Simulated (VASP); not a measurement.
# SiBr7 (R-3m) in VASP: further runs

SiBr7 is run at these levels: PBE; tasks: single point.

Program: VASP 6.6.1. These are calculated values, not measurements. Logs are shortened: lines on timing, memory, paths and dates and some standing lists are left out, and cuts for length are marked.

### 1 The cell of the first run

Symmetry: R-3m, No. 166, trigonal system. The conventional cell has a = 7.601 Å, b = 7.601 Å, c = 15.320 Å, α = 90.00°, β = 90.00°, γ = 120.00°. Within 5.1 Å of Si (site symmetry -3m) lie 18 Br at 3.78 to 5.08 Å. Within 2.8 Å of Br (site symmetry 2) lie 3 Br at 2.08 Å. Within 2.8 Å of Br (site symmetry -3m) lie 6 Br at 2.08 Å.

The cell was generated, and may not be a known phase.

### 2 Single point, PBE

The input, INCAR:

```
SYSTEM = SiBr7
PREC = Accurate
ENCUT = 520
EDIFF = 1E-6
ISMEAR = 0
SIGMA = 0.1
LREAL = .FALSE.
LASPH = .TRUE.
NELM = 60
ALGO = Normal
ISIF = 2
LWAVE = .FALSE.
LCHARG = .TRUE.
GGA = PE
LELF = .TRUE.
LVHAR = .TRUE.
NBANDS = 36
```

The input, KPOINTS:

```
Automatic mesh
0
G
  3 3 3
  0 0 0
```

The input, POSCAR:

```
SiBr7
1.0
    3.8004879300      2.1942127300      5.1067296400
   -3.8004879300      2.1942127300      5.1067296400
    0.0000000000     -4.3884254500      5.1067296400
Si Br
1 7
Direct
    0.0000000000      0.0000000000      0.0000000000
    0.7738103100      0.2261896900      0.5000000000
    0.5000000000      0.7738103100      0.2261896900
    0.2261896900      0.5000000000      0.7738103100
    0.2261896900      0.7738103100      0.5000000000
    0.5000000000      0.2261896900      0.7738103100
    0.7738103100      0.5000000000      0.2261896900
    0.5000000000      0.5000000000      0.5000000000
```

Potentials or basis: VASP PAW PBE potentials, release 64 (Si, Br).

Run with:

```sh
> cat potpaw_PBE.64/Si/POTCAR potpaw_PBE.64/Br/POTCAR > POTCAR
> mpirun -np 1 vasp_std > vasp.out
```

OUTCAR:

```text
SYSTEM = SiBr7
   PREC = Accurate
   ENCUT = 520
   EDIFF = 1E-6
   ISMEAR = 0
   LREAL = .FALSE.
   LASPH = .TRUE.
   NELM = 60
   ISIF = 2
   GGA = PE

 ion  position               nearest neighbor table
   1  0.000  0.000  0.000-
   2  0.774  0.226  0.500-   6 2.08   7 2.08   8 2.08
   3  0.500  0.774  0.226-   5 2.08   8 2.08   7 2.08
   4  0.226  0.500  0.774-   5 2.08   8 2.08   6 2.08
   5  0.226  0.774  0.500-   3 2.08   4 2.08   8 2.08
   6  0.500  0.226  0.774-   2 2.08   8 2.08   4 2.08
   7  0.774  0.500  0.226-   2 2.08   8 2.08   3 2.08
   8  0.500  0.500  0.500-   3 2.08   4 2.08   6 2.08   7 2.08   2 2.08   5 2.08

  LATTYP: Found a trigonal (rhomboedric) cell.
 ALAT       =     6.7332730248
 COS(alpha) =     0.3628286187

  Lattice vectors:

 A1 = (   3.8004879300,   2.1942127300,   5.1067296400)
 A2 = (  -3.8004879300,   2.1942127300,   5.1067296400)
 A3 = (   0.0000000000,  -4.3884254500,   5.1067296400)

Analysis of symmetry for initial positions (statically):
=====================================================================
 Subroutine PRICEL returns:
 Original cell was already a primitive cell.

 Routine SETGRP: Setting up the symmetry group for a
 trigonal (rhombohedral) supercell.

 Subroutine GETGRP returns: Found 12 space group operations
 (whereof 12 operations were pure point group operations)
 out of a pool of 12 trial point group operations.

The static configuration has the point symmetry D_3d.

Analysis of symmetry for dynamics (positions and initial velocities):
=====================================================================
 Subroutine PRICEL returns:
 Original cell was already a primitive cell.

 Routine SETGRP: Setting up the symmetry group for a
 trigonal (rhombohedral) supercell.

 Subroutine GETGRP returns: Found 12 space group operations
 (whereof 12 operations were pure point group operations)
 out of a pool of 12 trial point group operations.

The dynamic configuration has the point symmetry D_3d.

 Subroutine INISYM returns: Found 12 space group operations
 (whereof 12 operations are pure point group operations),
 and found     1 'primitive' translations

----------------------------------------------------------------------------------------

                                     Primitive cell

  volume of cell :     255.5125

[... 85 lines left out ...]
   IBRION =     -1    ionic relax: 0-MD 1-quasi-New 2-CG
   NFREE  =      0    steps in history (QN), initial steepest desc. (CG)
   ISIF   =      2    stress and relaxation
   ISYM   =      2    0-nonsym 1-usesym 2-fastsym
   POTIM  = 0.5000    time-step for ionic-motion
   TEBEG  =    0.0;   TEEND  =   0.0 temperature during run
   PSTRESS=    0.0 pullay stress
   NELECT =      53.0000    total number of electrons
   NUPDOWN=      -1.0000    fix difference up-down
   EMIN   =  10.00;   EMAX   =-10.00  energy-range for DOS
   EFERMI =   0.00;   METHOD = LEGACY
   ISMEAR =     0;   SIGMA  =   0.10  broadening in eV -4-tet -1-fermi 0-gaus
   EFERMI_NEDOS =   21; number of points for ismear=-14 and -15
   IALGO  =     38    algorithm
   IMIX   =      4    mixing-type and parameters
     AMIX     =   0.40;   BMIX     =  1.00
     AMIX_MAG =   1.60;   BMIX_MAG =  1.00
  volume/ion in A,a.u.               =      31.94       215.54
  Fermi-wavevector in a.u.,A,eV,Ry     =   0.969087  1.831309 12.777631  0.939129
  Thomas-Fermi vector in A             =   2.099110
   LORBIT       =      0    0 simple, 1 ext, 2 COOP (PROOUT), +10 PAW based schemes
   GGA     = PE    functional components
   LHFCALC =     F    Hartree Fock is set to
   AEXX    =    0.0000 exact exchange contribution
   IVDW    =     0    specifies the selected vdW correction
   LEPSILON=     F    determine dielectric tensor
   LRPA    =     F    only Hartree local field effects (RPA)
 non-spin polarized calculation
 Gauss-broadening in eV      SIGMA  =   0.10
  energy-cutoff  :      520.00
  volume of cell :      255.51
 maximum number of plane-waves:      6900
 NGX is ok and might be reduce to    50
   NGX = 25   NGY = 25   NGZ = 25

 number of electron      53.0000001 magnetization

 Free energy of the ion-electron system (eV)
  ---------------------------------------------------
  ext. energy  EPLUGINS =         0.00000000
  ---------------------------------------------------
  free energy    TOTEN  =        21.85405657 eV

  energy without entropy =       21.92491131  energy(sigma->0) =       21.88948394

 E-fermi :   2.8512     XC(G=0):  -7.4254

 val. band max:        2.8393274899   @ k =   0.3333  -0.0000  -0.0000
 cond. band min:       2.9172008193   @ k =  -0.3333   0.3333   0.0000
 fundamental gap:      0.0778733295
 Fermi energy:         2.8512131913

 k-point     1 :       0.0000    0.0000    0.0000
  band No.  band energies     occupation
      1     -23.0106      2.00000
      2     -19.1556      2.00000
      3     -19.1556      2.00000
      4     -14.6115      2.00000
      5     -14.6115      2.00000
      6     -13.6764      2.00000
[... 223 lines left out ...]
     35       7.7233      0.00000
     36       7.7478      0.00000

------------------------ aborting loop because EDIFF is reached ----------------------------------------

  FORCE on cell =-STRESS in cart. coord.  units (eV):
  Direction    XX          YY          ZZ          XY          YZ          ZX
  --------------------------------------------------------------------------------------
  -------------------------------------------------------------------------------------
  Total      139.7047587    139.7047584     -2.2305173     -0.0000000     -0.0000000      0.0000000
  in kB      876.0110377    876.0110355    -13.9863366     -0.0000000     -0.0000000      0.0000000
  external PRESSURE =     579.3452455 kB  Pullay stress =       0.0000000 kB

 VOLUME and BASIS-vectors are now :
 -----------------------------------------------------------------------------
  energy-cutoff  :      520.00
  volume of cell :      255.51
      direct lattice vectors                 reciprocal lattice vectors
     3.800487930  2.194212730  5.106729640     0.131562054  0.075957388  0.065273346
    -3.800487930  2.194212730  5.106729640    -0.131562054  0.075957388  0.065273346
     0.000000000 -4.388425450  5.106729640     0.000000000 -0.151914775  0.065273347

 POSITION                                       TOTAL-FORCE (eV/Angst)
 -----------------------------------------------------------------------------------
      0.00000      0.00000      0.00000        -0.000000     -0.000000      0.000000
      2.08123      0.00000      7.66009        22.268995     -0.000000      0.000000
     -1.04061      1.80239      7.66009       -11.134498     19.285516      0.000000
     -1.04061     -1.80239      7.66009       -11.134498    -19.285516      0.000000
     -2.08123      0.00000      7.66009       -22.268995      0.000000     -0.000000
      1.04061     -1.80239      7.66009        11.134498    -19.285516      0.000000
      1.04061      1.80239      7.66009        11.134498     19.285516      0.000000
      0.00000      0.00000      7.66009         0.000000      0.000000      0.000000
 -----------------------------------------------------------------------------------
    total drift:                               -0.000000      0.000000      0.000000

  FREE ENERGIE OF THE ION-ELECTRON SYSTEM (eV)
  ---------------------------------------------------
  free  energy   TOTEN  =        21.8540565667 eV

  energy  without entropy=       21.9249113065  energy(sigma->0) =       21.88948394
```

OSZICAR:

```text
N       E                     dE             d eps       ncg     rms          rms(c)
DAV:   1     0.435494129766E+03    0.43549E+03   -0.21367E+04   432   0.120E+03
DAV:   2     0.616548789954E+02   -0.37384E+03   -0.36259E+03   600   0.226E+02
DAV:   3     0.221389091318E+02   -0.39516E+02   -0.39025E+02   544   0.821E+01
DAV:   4     0.213121574246E+02   -0.82675E+00   -0.82215E+00   544   0.129E+01
DAV:   5     0.212974966050E+02   -0.14661E-01   -0.14648E-01   580   0.169E+00    0.825E+01
DAV:   6     0.216425834341E+02    0.34509E+00   -0.19552E+00   512   0.368E+00    0.463E+01
DAV:   7     0.205529218262E+02   -0.10897E+01   -0.16518E+01   476   0.598E+00    0.122E+01
DAV:   8     0.216923659944E+02    0.11394E+01   -0.20987E+00   472   0.364E+00    0.417E+00
DAV:   9     0.218100084947E+02    0.11764E+00   -0.19810E+00   476   0.190E+00    0.276E+00
DAV:  10     0.217935819402E+02   -0.16427E-01   -0.13281E+00   456   0.142E+00    0.225E+00
DAV:  11     0.218534395423E+02    0.59858E-01   -0.21332E-01   476   0.589E-01    0.585E-01
DAV:  12     0.218481205876E+02   -0.53190E-02   -0.10452E-02   512   0.176E-01    0.833E-01
DAV:  13     0.218520972504E+02    0.39767E-02   -0.71534E-02   464   0.287E-01    0.529E-01
DAV:  14     0.218538456436E+02    0.17484E-02   -0.34745E-03   476   0.102E-01    0.208E-01
DAV:  15     0.218540130358E+02    0.16739E-03   -0.21070E-03   464   0.656E-02    0.962E-02
DAV:  16     0.218540592336E+02    0.46198E-04   -0.26423E-04   476   0.301E-02    0.922E-03
DAV:  17     0.218540564311E+02   -0.28025E-05   -0.11204E-05   420   0.112E-02    0.718E-03
DAV:  18     0.218540565667E+02    0.13562E-06   -0.30541E-06   440   0.363E-03
   1 F= 0.21854057E+02 E0= 0.21889484E+02  d E =-.708547E-01
```

Run time: 55 s. Hardware: 1 thread of Intel Xeon 6975P-C (Granite Rapids), shared host; peak memory 0.34 GiB.

Results:

```
Free energy            : 21.8541 eV
Pressure               : 57.9 GPa
Largest force          : 22.269 eV/Å
Band gap on the k mesh : zero (an odd number of electrons rules out a gap without spin polarisation)
```

Forces on the atoms (eV/Å):
```
Si    0.000   0.000   0.000
Br   22.269   0.000   0.000
Br  -11.134  19.286   0.000
Br  -11.134 -19.286   0.000
Br  -22.269   0.000   0.000
Br   11.134 -19.286   0.000
Br   11.134  19.286   0.000
Br    0.000   0.000   0.000
```

Caveat: the stress differs along the axes, from -1 to 88 GPa; an odd number of electrons without spin polarisation forces a metal; a magnetic or distorted state may lie lower.

### 3 Single point, PBE

This run uses another cell than the first one, of 32.30 Å³/atom.

The input, INCAR:

```
SYSTEM = SiBr7
PREC = Accurate
ENCUT = 520
EDIFF = 1E-7
ISMEAR = 0
SIGMA = 0.1
LREAL = .FALSE.
LASPH = .TRUE.
NELM = 80
ALGO = Normal
ISIF = 2
LWAVE = .FALSE.
LCHARG = .FALSE.
GGA = PE
NBANDS = 36
```

KPOINTS is that of step 2.

The input, POSCAR:

```
SiBr7
1.0
    4.5011730027      2.5987534460      3.6819097057
   -4.5011730027      2.5987534460      3.6819097057
    0.0000000000     -5.1975068883      3.6819097082
Si Br
1 7
Direct
    0.0000000000      0.0000000000      0.0000000000
    0.8621570932      0.1378429068      0.5000000000
    0.5000000000      0.8621570932      0.1378429068
    0.1378429068      0.5000000000      0.8621570932
    0.1378429068      0.8621570932      0.5000000000
    0.5000000000      0.1378429068      0.8621570932
    0.8621570932      0.5000000000      0.1378429068
    0.5000000000      0.5000000000      0.5000000000
```

Potentials or basis: VASP PAW PBE potentials, release 64 (Si, Br).

Run with:

```sh
> cat potpaw_PBE.64/Si/POTCAR potpaw_PBE.64/Br/POTCAR > POTCAR
> mpirun -np 1 vasp_std > vasp.out
```

It took 46 s on 1 thread of Intel Xeon 6975P-C (Granite Rapids), shared host; peak memory 0.32 GiB.

The run converged. Its results:

```yaml
Free_energy: -13.6570 eV
Pressure: 0.0 GPa
Largest_force: 0.004 eV/Å
Band_gap_on_the_k_mesh: zero (an odd number of electrons rules out a gap without spin polarisation)
```

Forces in eV/Å, atoms in the order of the input:
```
Si   0.000  0.000  0.000
Br  -0.004  0.000  0.000
Br   0.002 -0.003  0.000
Br   0.002  0.003  0.000
Br   0.004  0.000  0.000
Br  -0.002  0.003  0.000
Br  -0.002 -0.003  0.000
Br   0.000  0.000  0.000
```

Stress tensor (GPa, compression positive):
```
 0.07  0.00  0.00
 0.00  0.07  0.00
 0.00  0.00 -0.03
```

Levels at points of the mesh, in eV from the Fermi level:
| k point | band 23 | band 24 | band 25 | band 26 | band 27 | band 28 | band 29 | band 30 |
| --- | --- | --- | --- | --- | --- | --- | --- | --- |
| (0.00, 0.00, 0.00) | -2.32 | -1.72 | -0.65 | -0.20 | 0.83 | 0.83 | 0.88 | 0.96 |

Caveat: an odd number of electrons without spin polarisation forces a metal; a magnetic or distorted state may lie lower.

The gap in the log of VASP goes by the Fermi energy; the results here count the filled bands.